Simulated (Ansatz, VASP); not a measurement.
# Two plane-wave programs on Zn4S

The input INCAR:

```
PREC = Accurate ; ENCUT = 520
EDIFF = 1E-6 ; ISMEAR = 0
SIGMA = 0.1 ; LREAL = False
LASPH = True ; NELM = 100
ALGO = Normal ; ISIF = 2
LWAVE = False ; LCHARG = False
GGA = PE ; NBANDS = 35
```

Contents of KPOINTS:

```
regular mesh
0
Gamma
  4 4 4
```

POSCAR

```
Zn4S
1.0
   -3.0152615100      3.0152615100      3.0152615100
    3.0152615100     -3.0152615100      3.0152615100
    3.0152615100      3.0152615100     -3.0152615100
Zn S
4 1
Direct
    0.0000000000      0.0000000000      0.7463128600
    0.7463128600      0.0000000000      0.0000000000
    0.0000000000      0.7463128600      0.0000000000
    0.2536871400      0.2536871400      0.2536871400
    0.0000000000      0.0000000000      0.0000000000
```

Input for Ansatz:

```yaml
crystal:
  lattice:
    - [-3.01526151, 3.01526151, 3.01526151]
    - [3.01526151, -3.01526151, 3.01526151]
    - [3.01526151, 3.01526151, -3.01526151]
  atoms:
    - { symbol: Zn, position: [0.0, 0.0, 0.74631286] }
    - { symbol: Zn, position: [0.74631286, 0.0, 0.0] }
    - { symbol: Zn, position: [0.0, 0.74631286, 0.0] }
    - { symbol: Zn, position: [0.25368714, 0.25368714, 0.25368714] }
    - { symbol: S, position: [0.0, 0.0, 0.0] }
basis:
  ecutwfc: 420
kpoints:
  mp_grid: { grid: [4, 4, 4] }
hamiltonian:
  xc: pbe
scf:
  occupations: { method: gaussian, width: 0.1 }
  lower_state_search: "off"
output:
  forces: true
  stress: true
  eigenvalues: true
```

Change from the starting cell: species swapped into the H4C type (I-43m, No. 217).

Alike in both runs: task single point; functional PBE; k mesh 4 × 4 × 4; occupations gaussian, width 0.1 eV; no spin polarisation.

```csv
,VASP,Ansatz
version,VASP 6.6.1,Ansatz 0.2.0
potentials or method,"VASP PAW PBE potentials, release 64 (Zn, S), cutoff 520 eV","scalar-relativistic, plane waves, PAW"
valence electrons in the cell,54,54
```

VASP gave:

| Quantity | Value |
| --- | --- |
| gap on the k mesh at the Fermi level (eV) | none |
| rms of the force components (eV/Å) | 48.144 |

Q: What did Ansatz give for the same quantities?

A: gap on the k mesh at the Fermi level (eV): none; rms of the force components (eV/Å): 42.532.

Atom by atom the forces differ by 5.612 eV/Å (rms over components). A gap of «none» marks a metal or a gap that the smearing closes. The functional is the same, so the differences come from potentials, cutoffs and numerics.

The k mesh is coarse, so the values compare programs but aren't converged.
